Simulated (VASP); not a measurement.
Wanted: the native input for a VASP 6.6.1 run.

| Quantity | Value |
| --- | --- |
| Task | single point |
| Functional | PBE |
| Potentials or basis | VASP PAW PBE potentials, release 64 (Tl_d, Ge_d, La) |
| Cutoff | 520 eV |
| k mesh | 8 × 8 × 8 |
| Occupations | fermi-dirac, width 0.1 eV |
| Spin | no spin polarisation |
| Dipole correction | no |
| Further INCAR settings | ALGO = Normal; EDIFF = 1e-06; NBANDS = 40 |

The structure of LaTl2Ge2 lies in POSCAR:

```
LaTl2Ge2
1.0
    0.0000000000      4.5713350000      0.0000000000
    4.5713350000      0.0000000000      0.0000000000
    2.2856670000      2.2856670000     -5.7446370000
Tl Ge La
2 2 1
Direct
    0.7500000000      0.2500000000      0.5000000000
    0.2500000000      0.7500000000      0.5000000000
    0.3750000000      0.3750000000      0.2500000000
    0.6250000000      0.6250000000      0.7500000000
    0.0000000000      0.0000000000      0.0000000000
```

These files were run (other wordings do the same):

INCAR

```
SYSTEM = LaTl2Ge2
  ALGO = Normal
  EDIFF = 1E-6
  ENCUT = 520
  GGA = PE
  ISIF = 2
  ISMEAR = -1
  LASPH = .TRUE.
  LCHARG = .FALSE.
  LREAL = .FALSE.
  LWAVE = .FALSE.
  NBANDS = 40
  NELM = 80
  PREC = Accurate
  SIGMA = 0.1
```

KPOINTS

```
k-points
0
G
  8 8 8
  0 0 0
```

Potentials or basis: VASP PAW PBE potentials, release 64 (Tl_d, Ge_d, La).

Command:

```bash
$ cat potpaw_PBE.64/Tl_d/POTCAR potpaw_PBE.64/Ge_d/POTCAR potpaw_PBE.64/La/POTCAR > POTCAR
$ mpirun -np 1 vasp_std > vasp.out
```

Results of the run:

```
Pressure               : 10.6 GPa
Largest force          : 2.532 eV/Å
Band gap on the k mesh : zero (an odd number of electrons rules out a gap without spin polarisation)
```

Caveat: the cell stands under pressure; spin-orbit coupling is left out, which moves the levels of the heavy elements; forces of over 1 eV/Å act on the atoms, so gaps and moduli don't describe the material at rest.

Run time: 5.5 min on 1 thread of Intel(R) Xeon(R) Platinum 8259CL CPU @ 2.50GHz (Skylake/Cascade Lake), with other jobs on the host, peak memory 0.45 GiB.
